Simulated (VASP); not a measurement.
Input of a VASP 6.6.1 run:

Contents of INCAR:

```
ALGO = Normal
EDIFF = 1E-7
ENCUT = 520
GGA = PE
ISIF = 2
ISMEAR = 0
LASPH = T
LCHARG = F
LREAL = F
LWAVE = F
NBANDS = 21
NELM = 60
PREC = Accurate
SIGMA = 0.2
```

Contents of KPOINTS:

```
k-points
0
Gamma
  4 4 4
```

Contents of POSCAR:

```
SiC5
1.0
    2.3261096949      1.3429800566      3.9845437593
   -2.3261096949      1.3429800566      3.9845437593
    0.0000000000     -2.6859601189      3.9845437573
Si C
1 5
Direct
    0.0000000000      0.0000000000      0.0000000000
    0.3799419395      0.6200580605      0.0000000000
    0.3333922661      0.3333922661      0.3333922661
    0.0000000000      0.3799419395      0.6200580605
    0.6666077339      0.6666077339      0.6666077339
    0.6200580605      0.0000000000      0.3799419395
```

Potentials or basis: VASP PAW PBE potentials, release 64 (Si, C).

Command:

```console
$ cat potpaw_PBE.64/Si/POTCAR potpaw_PBE.64/C/POTCAR > POTCAR
$ mpirun -np 1 vasp_std > vasp.out
```

**Question.** What does it give for the band gap on the k mesh?

**Answer.** Zero (band 12 reaches 3.54 eV, above the bottom of band 13 at 3.25 eV).

**Question.** What does it give for the pressure?

**Answer.** 0.2 GPa.

**Question.** What does it give for the largest force?

**Answer.** 0.040 eV/Å.

Stress tensor (GPa, compression positive):
```
0.15 0.00 0.00
0.00 0.15 0.00
0.00 0.00 0.36
```

Caveat: the k points lie up to 0.41 Å⁻¹ apart.
